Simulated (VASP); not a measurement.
Runs of VASP 6.6.1 on Li2Se. The structure is that of space group Fm-3m (No. 225), or close to it. The cells are those of the table. 

| task | level | spin | cell | k mesh | cutoff (eV) | smearing | grid for exact exchange (PRECFOCK) | share of exact exchange | gap on the mesh (eV) | pressure (GPa) | relaxed volume (Å³/atom) |
| --- | --- | --- | --- | --- | --- | --- | --- | --- | --- | --- | --- |
| single point | r2SCAN | off | a = 4.233 Å, angles 60.0°, 3 atoms | 6 × 6 × 6 | 830 | fermi-dirac 0.02 eV | - | - | 3.46 | -0.2 | - |
| relaxation of cell and atoms | PBE | off | relaxed from a = 3.972 Å, angles 60.0°, 3 atoms | 8 × 8 × 8 | 750 | fermi-dirac 0.02 eV | - | - | 2.97 | 0.0 | 17.98 |
| single point | r2SCAN | off | a = 4.233 Å, angles 60.0°, 3 atoms | 8 × 8 × 8 | 830 | gaussian 0.01 eV | - | - | 3.46 | -0.2 | - |
| single point | PBE0 | off | a = 4.233 Å, angles 60.0°, 3 atoms | 6 × 6 × 6 | 650 | gaussian 0.01 eV | Normal | 0.25 | (a) | (c) | - |
| single point | PBE | non-collinear, zero start, SOC | a = 4.233 Å, angles 60.0°, 3 atoms | 8 × 8 × 8 | 750 | gaussian 0.01 eV | - | - | - | 0.3 | - |
| relaxation of cell and atoms | r2SCAN | off | relaxed from a = 4.247 Å, angles 60.0°, 3 atoms | 6 × 6 × 6 | 830 | fermi-dirac 0.02 eV | - | - | 3.45 | 0.0 | 17.81 |
| single point | PBE | off | a = 4.233 Å, angles 60.0°, 3 atoms | 4 × 4 × 4 | 750 | gaussian 0.01 eV | - | - | (b) | 0.3 | - |
| single point | PBE | off | a = 4.233 Å, angles 60.0°, 3 atoms | 8 × 8 × 8 | 750 | fermi-dirac 0.02 eV | - | - | 2.97 | 0.3 | - |
| single point | PBE | off | a = 4.247 Å, angles 60.0°, 3 atoms | 8 × 8 × 8 | 750 | fermi-dirac 0.02 eV | - | - | 2.98 | -0.1 | - |

Alike in all rows: potentials or basis VASP PAW PBE potentials, release 64 (Se, Li_sv).

Task: Estimate the missing entries.

Result: (a) 4.50; (b) 2.96; (c) -0.6.

Caveats: some runs use coarse meshes; the structure was generated, so it needn't be the stable form of Li2Se; the PAW data sets were made with another functional, which shifts forces and pressure a little (at least some runs); the volume moved by over 15 % at a fixed basis, so the end points are rough (at least some runs).

A k mesh can miss the band edges, and rows without SOC leave out spin-orbit coupling on Se.
